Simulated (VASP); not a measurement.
# Si16GeH4 in VASP: single point with PBE

Aim: the single point of Si16GeH4 with PBE.

Everything below comes from runs of VASP 6.6.1. Logs are shortened: lines on timing, memory, paths and dates and some standing lists are left out, and cuts for length are marked.

## 1. The cell of the first run

The cell holds a slab with vacuum, 21 atoms: a = 7.679 Å, b = 7.679 Å, c = 16.419 Å, α = 90.00°, β = 90.00°, γ = 60.00°.

## 2. Single point, PBE

Contents of INCAR:

```
SYSTEM = Si16GeH4
PREC = Accurate ; ENCUT = 520
EDIFF = 1E-6 ; ISMEAR = 0
SIGMA = 0.05 ; LREAL = Auto
LASPH = .True. ; NELM = 80
ALGO = Normal ; ISIF = 2
LWAVE = .False. ; LCHARG = .False.
GGA = PE ; NBANDS = 57
```

Contents of KPOINTS:

```
Automatic mesh
0
Gamma
  2 2 1
  0 0 0
```

Contents of POSCAR:

```
Si16GeH4
1.0
    7.6791800000      0.0000000000      0.0000000000
    3.8395900000      6.6503650000      0.0000000000
    0.0000000000      0.0000000000     16.4187650000
H Si Ge
4 16 1
Direct
    0.1666667000      0.1666667000      0.0609059000
    0.6666667000      0.1666667000      0.0609059000
    0.1666667000      0.6666667000      0.0609059000
    0.6666667000      0.6666667000      0.0609059000
    0.1666667000      0.1666667000      0.1522648000
    0.6666667000      0.1666667000      0.1522648000
    0.1666667000      0.6666667000      0.1522648000
    0.6666667000      0.6666667000      0.1522648000
   -0.1655441182      0.3310796713      0.1953826623
    0.3333009851      0.3333930082      0.2090196874
   -0.1655964862      0.8346048524      0.1950489163
    0.3310098109      0.8345875603      0.1950487781
   -0.1738851984      0.3477674679      0.3385697328
    0.3328700261      0.3342522800      0.3642075090
   -0.1730963906      0.8289477758      0.3379459129
    0.3441733854      0.8289283355      0.3379480211
   -0.0012368390      0.0024959532      0.3480587334
    0.5095548096     -0.0190986087      0.3998918590
   -0.0203581791      0.5118851335      0.4002479783
    0.5084788618      0.5118705686      0.4002542399
    0.6658746681      0.6682793137      0.5036762579
```

Potentials or basis: VASP PAW PBE potentials, release 64 (H, Si, Ge_d).

Started as:

```bash
$ cat potpaw_PBE.64/H/POTCAR potpaw_PBE.64/Si/POTCAR potpaw_PBE.64/Ge_d/POTCAR > POTCAR
$ mpirun -np 1 vasp_std > vasp.out
```

OUTCAR:

```text
SYSTEM = Si16GeH4
   PREC = Accurate
   ENCUT = 520
   EDIFF = 1E-6
   ISMEAR = 0
   LREAL = Auto
   LASPH = .True.
   NELM = 80
   ISIF = 2
   GGA = PE

 ion  position               nearest neighbor table
   1  0.167  0.167  0.061-   5 1.50
   2  0.667  0.167  0.061-   6 1.50
   3  0.167  0.667  0.061-   7 1.50
   4  0.667  0.667  0.061-   8 1.50
   5  0.167  0.167  0.152-   1 1.50  12 2.32   9 2.32  10 2.40
   6  0.667  0.167  0.152-   2 1.50  11 2.32   9 2.32  10 2.40
   7  0.167  0.667  0.152-   3 1.50  11 2.32  12 2.32  10 2.40
   8  0.667  0.667  0.152-   4 1.50  12 2.34  11 2.34   9 2.34
   9  0.834  0.331  0.195-   6 2.32   5 2.32   8 2.34  13 2.35
  10  0.333  0.333  0.209-   7 2.40   5 2.40   6 2.40  14 2.55
  11  0.834  0.835  0.195-   6 2.32   7 2.32   8 2.34  15 2.35
  12  0.331  0.835  0.195-   5 2.32   7 2.32   8 2.34  16 2.35
  13  0.826  0.348  0.339-  17 2.30  20 2.34  19 2.34   9 2.35
  14  0.333  0.334  0.364-  18 2.42  19 2.42  20 2.42  10 2.55
  15  0.827  0.829  0.338-  17 2.30  18 2.34  19 2.34  11 2.35
  16  0.344  0.829  0.338-  17 2.30  18 2.34  20 2.34  12 2.35
  17  0.999  0.002  0.348-  13 2.30  15 2.30  16 2.30
  18  0.510  0.981  0.400-  15 2.34  16 2.34  14 2.42  21 2.69
  19  0.980  0.512  0.400-  13 2.34  15 2.34  14 2.42  21 2.69
  20  0.508  0.512  0.400-  13 2.34  16 2.34  14 2.42  21 2.69
  21  0.666  0.668  0.504-  18 2.69  19 2.69  20 2.69

  LATTYP: Found a hexagonal cell.
 ALAT       =     7.6791800344
 C/A-ratio  =     2.1380883019

  Lattice vectors:

 A1 = (  -3.8395900000,  -6.6503650000,   0.0000000000)
 A2 = (   7.6791800000,   0.0000000000,   0.0000000000)
 A3 = (   0.0000000000,   0.0000000000,  16.4187650000)

Analysis of symmetry for initial positions (statically):
=====================================================================
 Subroutine PRICEL returns:
 Original cell was already a primitive cell.

 Routine SETGRP: Setting up the symmetry group for a
 hexagonal supercell.

 Subroutine GETGRP returns: Found  1 space group operations
 (whereof  1 operations were pure point group operations)
 out of a pool of 24 trial point group operations.

The static configuration has the point symmetry C_1 .

Analysis of symmetry for dynamics (positions and initial velocities):
=====================================================================
 Subroutine PRICEL returns:
 Original cell was already a primitive cell.

 Routine SETGRP: Setting up the symmetry group for a
 hexagonal supercell.

 Subroutine GETGRP returns: Found  1 space group operations
 (whereof  1 operations were pure point group operations)
 out of a pool of 24 trial point group operations.

The dynamic configuration has the point symmetry C_1 .

 Subroutine INISYM returns: Found  1 space group operations
 (whereof  1 operations are pure point group operations),
 and found     1 'primitive' translations

----------------------------------------------------------------------------------------

                                     Primitive cell

  volume of cell :     838.4957

  direct lattice vectors                    reciprocal lattice vectors
     7.679180000  0.000000000  0.000000000     0.130222237 -0.075183843  0.000000000
     3.839590000  6.650365000  0.000000000     0.000000000  0.150367687  0.000000000
     0.000000000  0.000000000 16.418765000     0.000000000  0.000000000  0.060905921

  length of vectors
     7.679180000  7.679180034 16.418765000     0.150367687  0.150367687  0.060905921

  position of ions in fractional coordinates (direct lattice)
     0.166666700  0.166666700  0.060905900
     0.666666700  0.166666700  0.060905900
     0.166666700  0.666666700  0.060905900
     0.666666700  0.666666700  0.060905900
     0.166666700  0.166666700  0.152264800
     0.666666700  0.166666700  0.152264800
[... 13 lines left out ...]
     0.508478862  0.511870569  0.400254240
     0.665874668  0.668279314  0.503676258

  ion indices of the primitive-cell ions
   primitive index   ion index
                 1           1
                 2           2
                 3           3
                 4           4
                 5           5
                 6           6
[... 13 lines left out ...]
                20          20
                21          21

----------------------------------------------------------------------------------------

 KPOINTS: Automatic mesh

Automatic generation of k-mesh.
 Grid dimensions read from file:
 generate k-points for:    2    2    1

 Generating k-lattice:

  Cartesian coordinates                     Fractional coordinates (reciprocal lattice)
     0.065111119 -0.037591922  0.000000000     0.500000000 -0.000000000  0.000000000
     0.000000000  0.075183843  0.000000000     0.000000000  0.500000000  0.000000000
     0.000000000  0.000000000  0.060905921     0.000000000  0.000000000  1.000000000

  Length of vectors
     0.075183844  0.075183843  0.060905921

  Shift w.r.t. Gamma in fractional coordinates (k-lattice)
     0.000000000  0.000000000  0.000000000

 Subroutine IBZKPT returns following result:
 ===========================================

 Found      4 irreducible k-points:

 Following reciprocal coordinates:
            Coordinates               Weight
  0.000000  0.000000  0.000000      1.000000
  0.500000 -0.000000  0.000000      1.000000
  0.500000  0.500000  0.000000      1.000000
  0.000000  0.500000  0.000000      1.000000
   k-points           NKPTS =      4   k-points in BZ     NKDIM =      4   number of bands    NBANDS=     57
   number of dos      NEDOS =    301   number of ions     NIONS =     21
   total plane-waves  NPLWV = 453600
   dimension x,y,z NGX =    60 NGY =   60 NGZ =  126
   dimension x,y,z NGXF=   120 NGYF=  120 NGZF=  252
   ions per type =               4  16   1
   NGX,Y,Z   is equivalent  to a cutoff of  12.99, 12.99, 12.76 a.u.
   NGXF,Y,Z  is equivalent  to a cutoff of  25.98, 25.98, 25.52 a.u.
 SYSTEM =  Si16GeH4
   PREC   = accura    normal or accurate (medium, high low for compatibility)
   ISTART =      0    job   : 0-new  1-cont  2-samecut
   ICHARG =      2    charge: 1-file 2-atom 10-const
   ISPIN  =      1    spin polarized calculation?
   LNONCOLLINEAR =      F non collinear calculations
   LSORBIT =      F    spin-orbit coupling
   LASPH  =      T    aspherical Exc in radial PAW
   ENCUT  =  520.0 eV  38.22 Ry    6.18 a.u.  14.28 14.28 30.53*2*pi/ulx,y,z
   NELM   =     80;   NELMIN=  2; NELMDL= -5     # of ELM steps
   EDIFF  = 0.1E-05   stopping-criterion for ELM
   LREAL  =      T    real-space projection
   EDIFFG = 0.1E-04   stopping-criterion for IOM
   NSW    =      0    number of steps for IOM
   IBRION =     -1    ionic relax: 0-MD 1-quasi-New 2-CG
   NFREE  =      0    steps in history (QN), initial steepest desc. (CG)
   ISIF   =      2    stress and relaxation
   ISYM   =      2    0-nonsym 1-usesym 2-fastsym
   POTIM  = 0.5000    time-step for ionic-motion
   TEBEG  =    0.0;   TEEND  =   0.0 temperature during run
   PSTRESS=    0.0 pullay stress
   NELECT =      82.0000    total number of electrons
   NUPDOWN=      -1.0000    fix difference up-down
   EMIN   =  10.00;   EMAX   =-10.00  energy-range for DOS
   EFERMI =   0.00;   METHOD = LEGACY
   ISMEAR =     0;   SIGMA  =   0.05  broadening in eV -4-tet -1-fermi 0-gaus
   EFERMI_NEDOS =   21; number of points for ismear=-14 and -15
   IALGO  =     38    algorithm
   IMIX   =      4    mixing-type and parameters
     AMIX     =   0.40;   BMIX     =  1.00
     AMIX_MAG =   1.60;   BMIX_MAG =  1.00
  volume/ion in A,a.u.               =      39.93       269.45
  Fermi-wavevector in a.u.,A,eV,Ry     =   0.754245  1.425317  7.740160  0.568886
  Thomas-Fermi vector in A             =   1.851869
   LORBIT       =      0    0 simple, 1 ext, 2 COOP (PROOUT), +10 PAW based schemes
   GGA     = PE    functional components
   LHFCALC =     F    Hartree Fock is set to
   AEXX    =    0.0000 exact exchange contribution
   IVDW    =     0    specifies the selected vdW correction
   LEPSILON=     F    determine dielectric tensor
   LRPA    =     F    only Hartree local field effects (RPA)
 non-spin polarized calculation
 Gauss-broadening in eV      SIGMA  =   0.05
  energy-cutoff  :      520.00
  volume of cell :      838.50
 maximum number of plane-waves:     22627
 NGX is ok and might be reduce to    60
   NGX = 29   NGY = 29   NGZ = 61

 number of electron      82.0000006 magnetization

 Free energy of the ion-electron system (eV)
  ---------------------------------------------------
  ext. energy  EPLUGINS =         0.00000000
  ---------------------------------------------------
  free energy    TOTEN  =       -99.48962074 eV

  energy without entropy =      -99.48962074  energy(sigma->0) =      -99.48962074

 E-fermi :  -0.1742     XC(G=0):  -4.9323

 val. band max:       -0.3872105806   @ k =   0.0000   0.5000   0.0000
 cond. band min:       0.0344083019   @ k =   0.0000   0.0000   0.0000
 fundamental gap:      0.4216188825
 Fermi energy:        -0.1741636720

 k-point     1 :       0.0000    0.0000    0.0000
  band No.  band energies     occupation
      1     -24.3658      2.00000
      2     -24.3652      2.00000
      3     -24.3501      2.00000
      4     -24.3496      2.00000
      5     -24.3385      2.00000
      6     -11.8632      2.00000
[... 45 lines left out ...]
     52       2.1200      0.00000
     53       2.4963      0.00000

 k-point     2 :       0.5000   -0.0000    0.0000
  band No.  band energies     occupation
      1     -24.3658      2.00000
      2     -24.3652      2.00000
      3     -24.3501      2.00000
      4     -24.3496      2.00000
      5     -24.3385      2.00000
      6     -11.2863      2.00000
[... 45 lines left out ...]
     52       3.0796      0.00000
     53       3.3119      0.00000

 k-point     3 :       0.5000    0.5000    0.0000
  band No.  band energies     occupation
      1     -24.3658      2.00000
      2     -24.3652      2.00000
      3     -24.3501      2.00000
      4     -24.3496      2.00000
      5     -24.3385      2.00000
      6     -11.2862      2.00000
[... 45 lines left out ...]
     52       3.0797      0.00000
     53       3.3119      0.00000

 k-point     4 :       0.0000    0.5000    0.0000
  band No.  band energies     occupation
      1     -24.3658      2.00000
      2     -24.3652      2.00000
      3     -24.3501      2.00000
      4     -24.3496      2.00000
      5     -24.3385      2.00000
      6     -11.2857      2.00000
[... 45 lines left out ...]
     52       3.0759      0.00000
     53       3.3168      0.00000
 [bands above 53 left out]

------------------------ aborting loop because EDIFF is reached ----------------------------------------

  FORCE on cell =-STRESS in cart. coord.  units (eV):
  Direction    XX          YY          ZZ          XY          YZ          ZX
  --------------------------------------------------------------------------------------
  -------------------------------------------------------------------------------------
  Total        1.8176369      1.8136779      0.3458145     -0.0004090     -0.0403046     -0.0007501
  in kB        3.4730969      3.4655321      0.6607740     -0.0007815     -0.0770130     -0.0014332
  external PRESSURE =       2.5331344 kB  Pullay stress =       0.0000000 kB

 VOLUME and BASIS-vectors are now :
 -----------------------------------------------------------------------------
  energy-cutoff  :      520.00
  volume of cell :      838.50
      direct lattice vectors                 reciprocal lattice vectors
     7.679180000  0.000000000  0.000000000     0.130222237 -0.075183843  0.000000000
     3.839590000  6.650365000  0.000000000     0.000000000  0.150367687  0.000000000
     0.000000000  0.000000000 16.418765000     0.000000000  0.000000000  0.060905921

 POSITION                                       TOTAL-FORCE (eV/Angst)
 -----------------------------------------------------------------------------------
      1.91980      1.10839      1.00000         0.177144      0.109440     -0.066029
      5.75939      1.10839      1.00000        -0.177119      0.109444     -0.066033
      3.83959      4.43358      1.00000         0.000005     -0.208226     -0.066545
      7.67918      4.43358      1.00000         0.000030     -0.003938     -0.108132
      1.91980      1.10839      2.50000         0.347617      0.216715      0.206243
      5.75939      1.10839      2.50000        -0.348152      0.217575      0.205795
[... 13 lines left out ...]
      5.87007      3.40413      6.57168         0.004838      0.006218     -0.008161
      7.67929      4.44430      8.26974        -0.000134      0.001892      0.005069
 -----------------------------------------------------------------------------------
    total drift:                               -0.000214      0.003920      0.034025

  FREE ENERGIE OF THE ION-ELECTRON SYSTEM (eV)
  ---------------------------------------------------
  free  energy   TOTEN  =       -99.4896207376 eV

  energy  without entropy=      -99.4896207372  energy(sigma->0) =      -99.48962074
```

Wall time 8 min (1 thread of Intel Xeon Platinum 8375C at 2.90GHz (Ice Lake), shared host); peak memory 0.88 GiB.

Results:

| Item | Value |
| --- | --- |
| Free energy | -99.4896 eV |
| Largest force | 0.459 eV/Å |
| Band gap on the k mesh | 0.42 eV (least direct gap 0.51 eV) |

Forces on the atoms (eV/Å):
```
H    0.177  0.109 -0.066
H   -0.177  0.109 -0.066
H    0.000 -0.208 -0.067
H    0.000 -0.004 -0.108
Si   0.348  0.217  0.206
Si  -0.348  0.218  0.206
Si   0.000 -0.406  0.198
Si   0.001 -0.003 -0.276
Si   0.001  0.021  0.002
Si   0.000  0.001 -0.004
Si  -0.030 -0.026 -0.002
Si   0.030 -0.025 -0.002
Si   0.000 -0.016 -0.019
Si   0.000  0.001 -0.013
Si   0.003  0.002  0.012
Si  -0.003  0.002  0.012
Si   0.000 -0.003  0.000
Si   0.000 -0.003 -0.003
Si  -0.005  0.006 -0.008
Si   0.005  0.006 -0.008
Ge   0.000  0.002  0.005
```

Levels at points of the mesh, in eV from the valence-band top:
```csv
k point,band 39,band 40,band 41,band 42,band 43,band 44
"(0.00, 0.00, 0.00)",-0.60,-0.18,-0.18,0.42,0.81,1.27
"(0.50, 0.00, 0.00)",-0.97,-0.85,0.00,0.50,1.30,1.82
"(0.50, 0.50, 0.00)",-0.97,-0.85,0.00,0.50,1.30,1.82
"(0.00, 0.50, 0.00)",-0.97,-0.85,0.00,0.51,1.29,1.82
```

Caveat: the k points lie up to 0.47 Å⁻¹ apart.
